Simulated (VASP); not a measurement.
# Ga2P3 (P-3m1) in VASP: notebook

The runs below take Ga2P3 through single point, relaxation of cell and atoms, with PBE.

Program: VASP 6.6.1. These are calculated values, not measurements. Logs are shortened: lines on timing, memory, paths and dates and some standing lists are left out, and cuts for length are marked.

## (1) The cell of the first run

The structure is trigonal, space group P-3m1 (No. 164). The conventional cell has a = 3.595 Å, b = 3.595 Å, c = 8.296 Å, α = 90.00°, β = 90.00°, γ = 120.00°. Ga (site symmetry 3m) has 7 P at 2.50 to 3.34 Å and 9 Ga at 3.48 to 3.59 Å within 3.6 Å. Within 3.3 Å of P (site symmetry -3m) lie 6 Ga at 2.50 Å. P (site symmetry 3m) has 3 P at 2.38 Å and 3 Ga at 3.00 Å within 3.2 Å.

## (2) Single point, PBE

INCAR reads:

```
SYSTEM = Ga2P3
ALGO = Normal ; EDIFF = 1E-6
ENCUT = 520 ; GGA = PE
ISIF = 2 ; ISMEAR = 0
LASPH = .TRUE. ; LCHARG = .TRUE.
LELF = .TRUE. ; LREAL = .FALSE.
LVHAR = .TRUE. ; LWAVE = .FALSE.
NBANDS = 28 ; NELM = 60
PREC = Accurate ; SIGMA = 0.1
```

KPOINTS reads:

```
k-points
0
G
  6 6 4
  0 0 0
```

POSCAR reads:

```
Ga2P3
1.0
    3.5945827220      0.0000000000      0.0000000000
   -1.7972913610      3.1129999533      0.0000000000
    0.0000000000      0.0000000000      8.2963017789
Ga P
2 3
Direct
    0.3333333333      0.6666666667      0.1681896062
    0.6666666667      0.3333333333      0.8318103938
    0.0000000000      0.0000000000      0.0000000000
    0.3333333333      0.6666666667      0.5708144446
    0.6666666667      0.3333333333      0.4291855554
```

Potentials or basis: VASP PAW PBE potentials, release 64 (Ga_d, P).

The run is started by

```
$ cat potpaw_PBE.64/Ga_d/POTCAR potpaw_PBE.64/P/POTCAR > POTCAR
$ mpirun -np 1 vasp_std > vasp.out
```

OUTCAR:

```text
SYSTEM = Ga2P3
   EDIFF = 1E-6
   ENCUT = 520
   GGA = PE
   ISIF = 2
   ISMEAR = 0
   LASPH = .TRUE.
   LREAL = .FALSE.
   NELM = 60
   PREC = Accurate

 ion  position               nearest neighbor table
   1  0.333  0.667  0.168-   3 2.50   3 2.50   3 2.50
   2  0.667  0.333  0.832-   3 2.50   3 2.50   3 2.50
   3  0.000  0.000  0.000-   1 2.50   2 2.50   2 2.50   1 2.50   2 2.50   1 2.50
   4  0.333  0.667  0.571-   5 2.38   5 2.38   5 2.38
   5  0.667  0.333  0.429-   4 2.38   4 2.38   4 2.38

  LATTYP: Found a hexagonal cell.
 ALAT       =     3.5945827220
 C/A-ratio  =     2.3080013511

  Lattice vectors:

 A1 = (   3.5945827220,   0.0000000000,   0.0000000000)
 A2 = (  -1.7972913610,   3.1129999533,   0.0000000000)
 A3 = (   0.0000000000,   0.0000000000,   8.2963017789)

Analysis of symmetry for initial positions (statically):
=====================================================================
 Subroutine PRICEL returns:
 Original cell was already a primitive cell.

 Routine SETGRP: Setting up the symmetry group for a
 hexagonal supercell.

 Subroutine GETGRP returns: Found 12 space group operations
 (whereof 12 operations were pure point group operations)
 out of a pool of 24 trial point group operations.

The static configuration has the point symmetry D_3d.

Analysis of symmetry for dynamics (positions and initial velocities):
=====================================================================
 Subroutine PRICEL returns:
 Original cell was already a primitive cell.

 Routine SETGRP: Setting up the symmetry group for a
 hexagonal supercell.

 Subroutine GETGRP returns: Found 12 space group operations
 (whereof 12 operations were pure point group operations)
 out of a pool of 24 trial point group operations.

The dynamic configuration has the point symmetry D_3d.

 Subroutine INISYM returns: Found 12 space group operations
 (whereof 12 operations are pure point group operations),
 and found     1 'primitive' translations

----------------------------------------------------------------------------------------

                                     Primitive cell

  volume of cell :      92.8351

[... 88 lines left out ...]
   LNONCOLLINEAR =      F non collinear calculations
   LSORBIT =      F    spin-orbit coupling
   LASPH  =      T    aspherical Exc in radial PAW
   ENCUT  =  520.0 eV  38.22 Ry    6.18 a.u.   6.68  6.68 15.43*2*pi/ulx,y,z
   NELM   =     60;   NELMIN=  2; NELMDL= -5     # of ELM steps
   EDIFF  = 0.1E-05   stopping-criterion for ELM
   LREAL  =      F    real-space projection
   EDIFFG = 0.1E-04   stopping-criterion for IOM
   NSW    =      0    number of steps for IOM
   IBRION =     -1    ionic relax: 0-MD 1-quasi-New 2-CG
   NFREE  =      0    steps in history (QN), initial steepest desc. (CG)
   ISIF   =      2    stress and relaxation
   ISYM   =      2    0-nonsym 1-usesym 2-fastsym
   POTIM  = 0.5000    time-step for ionic-motion
   TEBEG  =    0.0;   TEEND  =   0.0 temperature during run
   PSTRESS=    0.0 pullay stress
   NELECT =      41.0000    total number of electrons
   NUPDOWN=      -1.0000    fix difference up-down
   EMIN   =  10.00;   EMAX   =-10.00  energy-range for DOS
   EFERMI =   0.00;   METHOD = LEGACY
   ISMEAR =     0;   SIGMA  =   0.10  broadening in eV -4-tet -1-fermi 0-gaus
   EFERMI_NEDOS =   21; number of points for ismear=-14 and -15
   IALGO  =     38    algorithm
   IMIX   =      4    mixing-type and parameters
     AMIX     =   0.40;   BMIX     =  1.00
     AMIX_MAG =   1.60;   BMIX_MAG =  1.00
  volume/ion in A,a.u.               =      18.57       125.30
  Fermi-wavevector in a.u.,A,eV,Ry     =   1.246710  2.355940 21.147339  1.554286
  Thomas-Fermi vector in A             =   2.380875
   LORBIT       =      0    0 simple, 1 ext, 2 COOP (PROOUT), +10 PAW based schemes
   GGA     = PE    functional components
   LHFCALC =     F    Hartree Fock is set to
   AEXX    =    0.0000 exact exchange contribution
   IVDW    =     0    specifies the selected vdW correction
   LEPSILON=     F    determine dielectric tensor
   LRPA    =     F    only Hartree local field effects (RPA)
 non-spin polarized calculation
 Gauss-broadening in eV      SIGMA  =   0.10
  energy-cutoff  :      520.00
  volume of cell :       92.84
 maximum number of plane-waves:      2551
 NGX is ok and might be reduce to    28
   NGX = 13   NGY = 13   NGZ = 31

 number of electron      41.0000016 magnetization

 Free energy of the ion-electron system (eV)
  ---------------------------------------------------
  ext. energy  EPLUGINS =         0.00000000
  ---------------------------------------------------
  free energy    TOTEN  =       -21.44076032 eV

  energy without entropy =      -21.43410667  energy(sigma->0) =      -21.43743350

 E-fermi :   6.3144     XC(G=0): -10.4467

 val. band max:        6.2266288119   @ k =   0.3333   0.0000   0.5000
 cond. band min:       6.3168470334   @ k =   0.3333   0.1667   0.5000
 fundamental gap:      0.0902182215
 Fermi energy:         6.3143973942

 k-point     1 :       0.0000    0.0000    0.0000
  band No.  band energies     occupation
      1      -8.5631      2.00000
      2      -8.5512      2.00000
      3      -8.5512      2.00000
      4      -8.5302      2.00000
      5      -8.5202      2.00000
      6      -8.5202      2.00000
[... 733 lines left out ...]
     27      11.9207      0.00000
     28      12.1918      0.00000

------------------------ aborting loop because EDIFF is reached ----------------------------------------

  FORCE on cell =-STRESS in cart. coord.  units (eV):
  Direction    XX          YY          ZZ          XY          YZ          ZX
  --------------------------------------------------------------------------------------
  -------------------------------------------------------------------------------------
  Total       -0.0265947     -0.0265947      0.0148565      0.0000000      0.0000000      0.0000000
  in kB       -0.4589797     -0.4589797      0.2563984      0.0000000      0.0000000      0.0000000
  external PRESSURE =      -0.2205204 kB  Pullay stress =       0.0000000 kB

 VOLUME and BASIS-vectors are now :
 -----------------------------------------------------------------------------
  energy-cutoff  :      520.00
  volume of cell :       92.84
      direct lattice vectors                 reciprocal lattice vectors
     3.594582722  0.000000000  0.000000000     0.278196408  0.160616771  0.000000000
    -1.797291361  3.112999953  0.000000000     0.000000000  0.321233542  0.000000000
     0.000000000  0.000000000  8.296301779     0.000000000  0.000000000  0.120535635

 POSITION                                       TOTAL-FORCE (eV/Angst)
 -----------------------------------------------------------------------------------
     -0.00000      2.07533      1.39535        -0.000000      0.000000      0.009549
      1.79729      1.03767      6.90095         0.000000      0.000000     -0.009549
      0.00000      0.00000      0.00000         0.000000      0.000000      0.000000
     -0.00000      2.07533      4.73565         0.000000      0.000000     -0.017923
      1.79729      1.03767      3.56065         0.000000      0.000000      0.017923
 -----------------------------------------------------------------------------------
    total drift:                                0.000000     -0.000000      0.000000

  FREE ENERGIE OF THE ION-ELECTRON SYSTEM (eV)
  ---------------------------------------------------
  free  energy   TOTEN  =       -21.4407603220 eV

  energy  without entropy=      -21.4341066749  energy(sigma->0) =      -21.43743350
```

OSZICAR:

```text
N       E                     dE             d eps       ncg     rms          rms(c)
DAV:   1     0.289760161070E+03    0.28976E+03   -0.18652E+04  1368   0.203E+03
DAV:   2     0.126173067798E+02   -0.27714E+03   -0.26845E+03  1456   0.475E+02
DAV:   3    -0.204594707028E+02   -0.33077E+02   -0.32184E+02  1612   0.127E+02
DAV:   4    -0.219135843945E+02   -0.14541E+01   -0.14387E+01  1704   0.249E+01
DAV:   5    -0.219513883654E+02   -0.37804E-01   -0.37726E-01  1732   0.398E+00    0.732E+00
DAV:   6    -0.214532472450E+02    0.49814E+00   -0.14854E+00  1876   0.937E+00    0.453E+00
DAV:   7    -0.214435681653E+02    0.96791E-02   -0.49286E-01  1536   0.386E+00    0.194E+00
DAV:   8    -0.214409041393E+02    0.26640E-02   -0.42340E-02  1644   0.190E+00    0.497E-01
DAV:   9    -0.214406880793E+02    0.21606E-03   -0.46134E-03  1816   0.348E-01    0.127E-01
DAV:  10    -0.214407165836E+02   -0.28504E-04   -0.40513E-04  1640   0.125E-01    0.669E-02
DAV:  11    -0.214407570648E+02   -0.40481E-04   -0.68824E-05  1708   0.484E-02    0.149E-02
DAV:  12    -0.214407598542E+02   -0.27894E-05   -0.81248E-06  1548   0.190E-02    0.876E-03
DAV:  13    -0.214407603220E+02   -0.46777E-06   -0.13859E-06  1136   0.619E-03
   1 F= -.21440760E+02 E0= -.21437433E+02  d E =-.665365E-02
```

stdout:

```text
POSCAR found type information on POSCAR GaP
 POSCAR found :  2 types and       5 ions
 scaLAPACK will be used
 LDA part: xc-table for (Slater+PW92), standard interpolation
 POSCAR, INCAR and KPOINTS ok, starting setup
 FFT: planning ... GRIDC
 FFT: planning ... GRID_SOFT
 FFT: planning ... GRID
 WAVECAR not read
 entering main loop
```

Run time: 27 s. Hardware: 1 thread of Intel Xeon 6975P-C (Granite Rapids), shared host; peak memory 0.22 GiB.

Results:

```yaml
Free_energy: -21.4408 eV
Pressure: 0.0 GPa
Largest_force: 0.018 eV/Å
Band_gap_on_the_k_mesh: zero (an odd number of electrons rules out a gap without spin polarisation)
```

Forces in eV/Å, atoms in the order of the input:
```
Ga   0.000  0.000  0.010
Ga   0.000  0.000 -0.010
P    0.000  0.000  0.000
P    0.000  0.000 -0.018
P    0.000  0.000  0.018
```

Levels at points of the mesh, in eV from the Fermi level:
```csv
k point,band 17,band 18,band 19,band 20,band 21,band 22,band 23,band 24
"(0.00, 0.00, 0.00)",-2.46,-0.41,-0.30,-0.30,1.39,1.39,1.76,3.52
"(0.50, 0.00, 0.00)",-4.09,-2.45,-2.15,-2.06,-0.65,-0.49,1.57,1.61
"(0.00, 0.00, 0.50)",-1.68,-1.45,-0.29,-0.29,1.22,1.38,1.38,3.49
"(0.50, 0.00, 0.50)",-4.06,-4.06,-3.63,-2.18,-0.25,1.05,1.51,2.41
```

## (3) Relaxation of cell and atoms, PBE

This run uses another cell than the first one, of 16.98 Å³/atom.

INCAR reads:

```
PREC = Accurate
ENCUT = 600
EDIFF = 1E-6
ISMEAR = 0
SIGMA = 0.1
LREAL = F
LASPH = T
NELM = 100
ALGO = Normal
ISIF = 3
LWAVE = F
LCHARG = F
GGA = PE
IBRION = 2
NSW = 90
EDIFFG = -0.04
```

KPOINTS reads:

```
regular mesh
0
Gamma
  6 6 4
```

POSCAR reads:

```
Ga2P3
1.0
    3.9795311220      0.0000000000      0.0000000000
   -1.9897655610      3.4463750468      0.0000000000
    0.0000000000      0.0000000000      6.1915040046
Ga P
2 3
Direct
    0.3333333333      0.6666666667      0.2450000000
    0.6666666667      0.3333333333      0.7550000000
    0.0000000000      0.0000000000      0.0000000000
    0.3333333333      0.6666666667      0.6450000000
    0.6666666667      0.3333333333      0.3550000000
```

Potentials or basis: VASP PAW PBE potentials, release 64 (Ga_d, P).

The run is started by

```
$ cat potpaw_PBE.64/Ga_d/POTCAR potpaw_PBE.64/P/POTCAR > POTCAR
$ mpirun -np 1 vasp_std > vasp.out
```

Run time: 9 min. Hardware: 1 thread of Intel Xeon 6975P-C (Granite Rapids), shared host; peak memory 0.26 GiB.

It converged, with:

| Quantity | Value |
| --- | --- |
| Free energy | -21.4326 eV |
| Relaxed volume | 18.59 Å³/atom |
| Relaxed cell | a = 3.598 Å, b = 3.598 Å, c = 8.289 Å, α = 90.00°, β = 90.00°, γ = 120.00° |
| Space group after relaxing (to 0.1 Å) | P-3m1 (No. 164) |
| Energy gained by relaxing | 340.4 meV/atom |
| Ionic steps | 37 |
| Pressure after relaxing | -0.2 GPa |
| Largest force after relaxing | 0.033 eV/Å |
| Band gap on the k mesh | zero (an odd number of electrons rules out a gap without spin polarisation) |

Forces in eV/Å, atoms in the order of the input:
```
Ga   0.000  0.000 -0.009
Ga   0.000  0.000  0.009
P    0.000  0.000  0.000
P    0.000  0.000 -0.033
P    0.000  0.000  0.033
```

Stress tensor (GPa, compression positive):
```
-0.26  0.00  0.00
 0.00 -0.26  0.00
 0.00  0.00 -0.16
```

Step by step:
```csv
step,energy change (eV),largest force (eV/Å),pressure (GPa),volume (Å³)
1,0.0000,1.1461,8.33,84.92
2,-0.2356,0.3430,-3.06,96.23
3,-0.2561,0.4819,-0.97,93.44
4,-0.3024,0.4370,-0.66,92.82
5,-0.4496,0.3758,0.49,90.85
6,-0.7169,0.7795,3.44,86.54
7,0.5647,3.3096,19.56,76.70
8,-0.7349,1.0179,4.27,85.47
9,-0.7347,1.0962,4.72,85.03
10,-0.7504,1.1171,4.56,85.08
11,-0.7822,1.1591,4.14,85.21
12,-0.7742,1.2399,3.50,85.39
13,-0.7897,1.2193,3.79,85.30
14,-0.8186,1.1857,3.19,85.73
15,-0.8925,1.0907,1.53,87.01
16,-0.9866,0.9204,-1.44,89.62
17,-0.9845,0.6593,-6.08,94.99
18,-1.0164,0.7728,-3.99,92.24
19,-1.0845,0.7742,-3.66,91.41
20,-1.2469,0.6660,-2.39,88.94
21,-1.2631,1.2911,2.15,84.08
22,-1.3221,0.8049,-0.48,86.50
23,-1.4060,0.8101,0.29,85.25
24,-1.4717,0.6608,2.08,83.10
25,-1.5287,0.5485,0.24,85.20
26,-1.5639,0.5392,-1.37,87.91
27,-1.6071,0.4591,-0.91,88.24
28,-1.6499,0.2692,-0.05,88.82
29,-1.6594,0.4924,2.18,89.96
30,-1.6703,0.2480,0.74,89.29
31,-1.6715,0.3129,1.72,89.73
32,-1.6741,0.2384,1.39,89.51
33,-1.6894,0.1829,0.51,91.41
34,-1.6908,0.1968,-0.08,92.81
35,-1.6914,0.1889,0.09,92.33
36,-1.6991,0.0888,-0.07,92.65
37,-1.7018,0.0331,-0.23,92.96
```

Final structure:
```
Ga P
1.0
     3.59840    0.00000    0.00000
    -1.79920    3.11631    0.00000
     0.00000    0.00000    8.28939
Ga P
2 3
Direct
  0.33333 0.66667 0.16845
  0.66667 0.33333 0.83155
  0.00000 0.00000 0.00000
  0.33333 0.66667 0.57098
  0.66667 0.33333 0.42902
```

Levels at points of the mesh, in eV from the Fermi level:
| k point | band 16 | band 17 | band 18 | band 19 | band 20 | band 21 | band 22 | band 23 | band 24 |
| --- | --- | --- | --- | --- | --- | --- | --- | --- | --- |
| (0.00, 0.00, 0.00) | -2.46 | -2.46 | -0.42 | -0.30 | -0.30 | 1.38 | 1.38 | 1.75 | 3.52 |
| (0.50, 0.00, 0.00) | -4.95 | -4.08 | -2.44 | -2.14 | -2.05 | -0.64 | -0.50 | 1.59 | 1.59 |
| (0.00, 0.00, 0.50) | -2.46 | -1.70 | -1.43 | -0.29 | -0.29 | 1.22 | 1.37 | 1.37 | 3.48 |
| (0.50, 0.00, 0.50) | -4.07 | -4.06 | -4.05 | -3.63 | -2.17 | -0.25 | 1.05 | 1.51 | 2.39 |

Caveat: a cell axis changed by over 15 % at a fixed basis, so the end point is rough.

The gap in the log of VASP goes by the Fermi energy; the results here count the filled bands.